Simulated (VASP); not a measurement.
Crystal: Zr3Si2F.

```
CELL_PARAMETERS angstrom
5.38245 0.00000 0.00000
-2.69123 4.66134 0.00000
0.00000 0.00000 3.57334
ATOMIC_POSITIONS crystal
Zr 0.00000 0.50000 0.50000
Zr 0.50000 0.50000 0.50000
Zr 0.50000 0.00000 0.50000
Si 0.66667 0.33333 0.00000
Si 0.33333 0.66667 0.00000
F 0.00000 0.00000 0.00000
```

The cell was generated, and may not be a known phase.

```yaml
Program: VASP 6.6.1
Task: relaxation of cell and atoms
Functional: PBE
Potentials_or_basis: VASP PAW PBE potentials, release 64 (Zr_sv, Si, F)
Cutoff: 600 eV
k_mesh: 6 × 6 × 6
Occupations: gaussian, width 0.1 eV
Spin: no spin polarisation
```

At the start: pressure 71.0 GPa; volume 14.94 Å³/atom.

**Question.** How do energy, volume and symmetry change on relaxing?

**Answer.** Over 8 steps the energy falls by 1392.1 meV/atom and the volume is 23.45 Å³/atom (+57.0 %); space group P6/mmm (No. 191, to 0.1 Å) before and after.

The path:
```csv
step,energy change (eV),largest force (eV/Å),pressure (GPa),volume (Å³)
1,0.0000,0.0000,71.05,89.65
2,-2.4177,0.0000,-17.28,205.97
3,-7.6150,0.0000,-1.66,138.89
4,-7.6344,0.0000,-0.20,136.47
5,-7.6359,0.0000,0.48,135.40
6,-8.1205,0.0000,0.01,138.13
7,-8.3486,0.0000,-0.08,140.41
8,-8.3527,0.0000,-0.05,140.73
```

Final structure:
```yaml
crystal:
  lattice:
    - [6.60205, 0.00000, 0.00000]
    - [-3.30103, 5.71755, 0.00000]
    - [0.00000, 0.00000, 3.72807]
  atoms:
    - { symbol: Zr, position: [0.00000, 0.50000, 0.50000] }
    - { symbol: Zr, position: [0.50000, 0.50000, 0.50000] }
    - { symbol: Zr, position: [0.50000, 0.00000, 0.50000] }
    - { symbol: Si, position: [0.66667, 0.33333, 0.00000] }
    - { symbol: Si, position: [0.33333, 0.66667, 0.00000] }
    - { symbol: F, position: [0.00000, 0.00000, 0.00000] }
```

Caveat: the volume moved by over 15 % at a fixed basis, so the end points are rough; an odd number of electrons without spin polarisation forces a metal; a magnetic or distorted state may lie lower.
